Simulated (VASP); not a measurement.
Crystal: EuO.

```
Eu O
1.0
     0.00000    2.57195    2.57195
     2.57195    0.00000    2.57195
     5.14390    5.14390    0.00000
Eu O
2 2
Direct
  0.00000 0.00000 0.00000
  0.00000 0.00000 0.50000
  0.50000 0.50000 0.25000
  0.50000 0.50000 0.75000
```

Base run:

```yaml
Program: VASP 6.6.1
Functional: PBE
Potentials_or_basis: VASP PAW PBE potentials, release 64 (Eu, O)
Cutoff: 600 eV
k_mesh: 6 × 6 × 3
Occupations: fermi-dirac, width 0.03 eV
Spin: collinear spin, antiferromagnetic start
Starting_moments: "[7.0, -7.0, 0.0, 0.0] μB"
Hubbard_terms: Eu f U = 5.3 eV
```

Its results: band gap on the k mesh 0.34 eV; pressure 1.3 GPa.

The run is repeated on the same cell with these changes: spin from collinear spin, antiferromagnetic start to no spin polarisation; further incar settings from ALGO = Normal; EDIFF = 1e-06; NBANDS = 35 to ALGO = Normal; EDIFF = 1e-06; NBANDS = 31. What comes out?

Band gap on the k mesh zero (bands 23 and 24 overlap by 0.44 eV); pressure -13.3 GPa.

Caveats: spin-orbit coupling is left out, which moves the levels of the heavy elements; an odd mesh through Γ misses points on the zone boundary, where band edges can lie (at least some runs); the cell stands under tension (at least some runs); U without spin polarisation on a metal has little footing (at least some runs).
